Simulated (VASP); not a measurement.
# Cu (Fm-3m) in VASP: notebook, part 2 of 2

VASP 6.6.1. Earlier steps stand in the parts before.

**3. Single point, PBE**

This run uses another cell than the first one, of 11.45 Å³/atom, 0.939 times its volume.

The input, INCAR:

```
SYSTEM = Cu
PREC = Accurate ; ENCUT = 520
EDIFF = 1E-6 ; ISMEAR = 0
SIGMA = 0.1 ; LREAL = .FALSE.
LASPH = .TRUE. ; NELM = 80
ALGO = Fast ; ISIF = 2
LWAVE = .FALSE. ; LCHARG = .TRUE.
GGA = PE ; LELF = .TRUE.
LVHAR = .TRUE. ; NBANDS = 12
```

The input, KPOINTS:

```
regular mesh
0
G
  8 8 8
  0 0 0
```

The input, POSCAR:

```
Cu
1.0
    0.0000000000      1.7887153358      1.7887153358
    1.7887153358      0.0000000000      1.7887153358
    1.7887153358      1.7887153358      0.0000000000
Cu
1
Direct
    0.0000000000      0.0000000000      0.0000000000
```

Potentials or basis: VASP PAW PBE potentials, release 64 (Cu).

Started as:

```bash
$ cat potpaw_PBE.64/Cu/POTCAR > POTCAR
$ mpirun -np 1 vasp_std > vasp.out
```

OUTCAR:

```text
SYSTEM = Cu
   PREC = Accurate
   ENCUT = 520
   EDIFF = 1E-6
   ISMEAR = 0
   LREAL = .FALSE.
   LASPH = .TRUE.
   NELM = 80
   ISIF = 2
   GGA = PE

 ion  position               nearest neighbor table
   1  0.000  0.000  0.000-

  LATTYP: Found a face centered cubic cell.
 ALAT       =     3.5774306716

  Lattice vectors:

 A1 = (   0.0000000000,   1.7887153358,   1.7887153358)
 A2 = (   1.7887153358,   0.0000000000,   1.7887153358)
 A3 = (   1.7887153358,   1.7887153358,   0.0000000000)

Analysis of symmetry for initial positions (statically):
[... 531 lines left out ...]
      6      10.1177      0.00000
      7      12.3966      0.00000
      8      22.4135      0.00000
      9      22.9113      0.00000
     10      31.9938      0.00000
     11      35.7899      0.00000
     12      43.3156      0.00000

 [... further k-points ...]
[... 5 lines left out ...]
  --------------------------------------------------------------------------------------
  -------------------------------------------------------------------------------------
  Total        0.5963136      0.5963136      0.5963136      0.0000000     -0.0000000      0.0000000
  in kB       83.4702250     83.4702250     83.4702250      0.0000000     -0.0000000      0.0000000
  external PRESSURE =      83.4702250 kB  Pullay stress =       0.0000000 kB

 VOLUME and BASIS-vectors are now :
 -----------------------------------------------------------------------------
  energy-cutoff  :      520.00
  volume of cell :       11.45
      direct lattice vectors                 reciprocal lattice vectors
     0.000000000  1.788715336  1.788715336    -0.279530225  0.279530225  0.279530225
     1.788715336  0.000000000  1.788715336     0.279530225 -0.279530225  0.279530225
     1.788715336  1.788715336  0.000000000     0.279530225  0.279530225 -0.279530225

 POSITION                                       TOTAL-FORCE (eV/Angst)
 -----------------------------------------------------------------------------------
      0.00000      0.00000      0.00000        -0.000000     -0.000000      0.000000
 -----------------------------------------------------------------------------------
    total drift:                               -0.000000     -0.000000     -0.000000

  FREE ENERGIE OF THE ION-ELECTRON SYSTEM (eV)
  ---------------------------------------------------
  free  energy   TOTEN  =        -3.6832173729 eV

  energy  without entropy=       -3.6799966045  energy(sigma->0) =       -3.68160699
```

OSZICAR:

```text
N       E                     dE             d eps       ncg     rms          rms(c)
DAV:   1     0.430425485331E+02    0.43043E+02   -0.53685E+03   780   0.154E+03
DAV:   2    -0.317344476726E+01   -0.46216E+02   -0.42787E+02   716   0.209E+02
DAV:   3    -0.459172750994E+01   -0.14183E+01   -0.14117E+01   812   0.415E+01
DAV:   4    -0.460060496971E+01   -0.88775E-02   -0.88762E-02   804   0.294E+00
DAV:   5    -0.460068510712E+01   -0.80137E-04   -0.80137E-04   836   0.285E-01    0.777E+00
RMM:   6    -0.402497370184E+01    0.57571E+00   -0.30631E+00   865   0.324E+01    0.426E+00
RMM:   7    -0.369772925480E+01    0.32724E+00   -0.44269E-01   867   0.118E+01    0.995E-01
RMM:   8    -0.368402128585E+01    0.13708E-01   -0.10815E-02   884   0.113E+00    0.210E-01
RMM:   9    -0.368316986245E+01    0.85142E-03   -0.21328E-03   919   0.801E-01    0.252E-02
RMM:  10    -0.368320985634E+01   -0.39994E-04   -0.40966E-04   926   0.254E-01    0.144E-02
RMM:  11    -0.368321592395E+01   -0.60676E-05   -0.53813E-05   931   0.783E-02    0.816E-03
RMM:  12    -0.368321737864E+01   -0.14547E-05   -0.95511E-06   860   0.327E-02    0.303E-03
RMM:  13    -0.368321737290E+01    0.57398E-08   -0.10669E-06   587   0.112E-02
   1 F= -.36832174E+01 E0= -.36816070E+01  d E =-.322077E-02
```

stdout:

```text
POSCAR found type information on POSCAR Cu
 POSCAR found :  1 types and       1 ions
 scaLAPACK will be used
 LDA part: xc-table for (Slater+PW92), standard interpolation
 POSCAR, INCAR and KPOINTS ok, starting setup
 FFT: planning ... GRIDC
 FFT: planning ... GRID_SOFT
 FFT: planning ... GRID
 WAVECAR not read
 entering main loop
```

Wall time 9.1 s (1 thread of AMD EPYC 7R43 (Zen 3), shared host); peak memory 0.08 GiB.

What came out:

```
Free energy : -3.6832 eV
Pressure    : 8.3 GPa
```

Levels at points of the mesh, in eV from the Fermi level:
```tsv
k point	band 2	band 3	band 4	band 5	band 6	band 7	band 8	band 9	band 10	band 11
(0.00, 0.00, 0.00)	-3.06	-3.06	-3.06	-2.19	-2.19	22.90	25.79	25.79	25.79	28.31
(0.50, 0.00, 0.00)	-3.09	-3.09	-1.60	-1.60	-1.04	3.98	21.38	22.62	22.62	25.59
(0.50, 0.50, 0.00)	-4.52	-1.62	-1.45	-1.45	1.53	7.40	13.38	13.38	17.96	20.84
```

Caveat: the k points lie up to 0.38 Å⁻¹ apart.

**4. Single point, PBE**

This run uses another cell than the first one, of 9.98 Å³/atom, 0.819 times its volume.

The input, INCAR:

```
SYSTEM = Cu
PREC = Accurate
ENCUT = 520
EDIFF = 1E-6
ISMEAR = 0
SIGMA = 0.1
LREAL = .FALSE.
LASPH = .TRUE.
NELM = 60
ALGO = Normal
ISIF = 2
LWAVE = .FALSE.
LCHARG = .FALSE.
GGA = PE
NBANDS = 12
```

The input, KPOINTS:

```
Automatic mesh
0
G
  20 20 20
  0 0 0
```

The input, POSCAR:

```
Cu
1.0
    0.0000000000      1.7088505258      1.7088505258
    1.7088505258      0.0000000000      1.7088505258
    1.7088505258      1.7088505258      0.0000000000
Cu
1
Direct
    0.0000000000      0.0000000000      0.0000000000
```

Started as:

```bash
$ cat potpaw_PBE.64/Cu/POTCAR > POTCAR
$ mpirun -np 1 vasp_std > vasp.out
```

Run time: 35 s. Hardware: 1 thread of AMD EPYC 7R43 (Zen 3), shared host; peak memory 0.1 GiB.

The run converged. Its results:

| Property | Result |
| --- | --- |
| Free energy | -3.5155 eV |
| Pressure | 40.5 GPa |

Levels at points of the mesh, in eV from the Fermi level:
| k point | band 3 | band 4 | band 5 | band 6 | band 7 | band 8 | band 9 | band 10 |
| --- | --- | --- | --- | --- | --- | --- | --- | --- |
| (0.00, 0.00, 0.00) | -3.62 | -3.62 | -2.55 | -2.55 | 23.90 | 27.90 | 27.90 | 27.90 |
| (0.50, 0.00, 0.00) | -3.67 | -1.81 | -1.81 | -1.54 | 4.68 | 22.32 | 24.81 | 24.81 |
| (0.50, 0.50, 0.00) | -1.84 | -1.63 | -1.63 | 1.36 | 8.36 | 14.44 | 14.44 | 19.40 |

**5. The runs side by side**

```csv
task,cell,k mesh,cutoff (eV),gap on the mesh (eV),pressure (GPa)
relaxation of cell and atoms,"relaxed to -2 GPa from a = 2.583 Å, angles 60.0°, 1 atom",20 × 20 × 20,600,none,-2.0
single point,"a = 2.530 Å, angles 60.0°, 1 atom",8 × 8 × 8,520,none,8.3
single point,"a = 2.417 Å, angles 60.0°, 1 atom",20 × 20 × 20,520,none,40.5
```

Alike in all rows: level PBE; potentials or basis VASP PAW PBE potentials, release 64 (Cu); no spin polarisation; smearing gaussian 0.1 eV.

Caveats: some runs use coarse meshes; the relaxation stopped at its first step, so nothing moved (some runs); the cell is relaxed towards a set pressure, so the enthalpy falls and the energy may rise (some runs).

Total energies depend on the potentials used, so only differences within one code and one set of settings carry meaning.
